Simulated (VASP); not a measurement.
Runs of VASP 6.6.1 on BN. The structure is that of space group Fm-3m (No. 225), or close to it. The cells are those of the table. 

```tsv
level	cell	k mesh	gap on the mesh (eV)	pressure (GPa)
PBE	a = 2.502 Å, angles 60.0°, 2 atoms	10 × 10 × 10	1.05	(a)
PBE	a = 2.452 Å, angles 60.0°, 2 atoms	10 × 10 × 10	1.49	12.2
r2SCAN	a = 2.469 Å, angles 60.0°, 2 atoms	12 × 12 × 12	1.33	0.4
PBE	a = 2.477 Å, angles 60.0°, 2 atoms	10 × 10 × 10	1.26	-0.1
r2SCAN	a = 2.517 Å, angles 60.0°, 2 atoms	10 × 10 × 10	1.02	(b)
```

Alike in all rows: task single point; potentials or basis VASP PAW PBE potentials, release 64 (B, N); no spin polarisation; cutoff (eV) 520; smearing gaussian 0.01 eV.

**Question.** Estimate the missing entries.

**Answer.** (a) -10.7; (b) -20.4.

Caveats: the PAW data sets were made with another functional, which shifts forces and pressure a little (some runs).

A k mesh can miss the band edges.
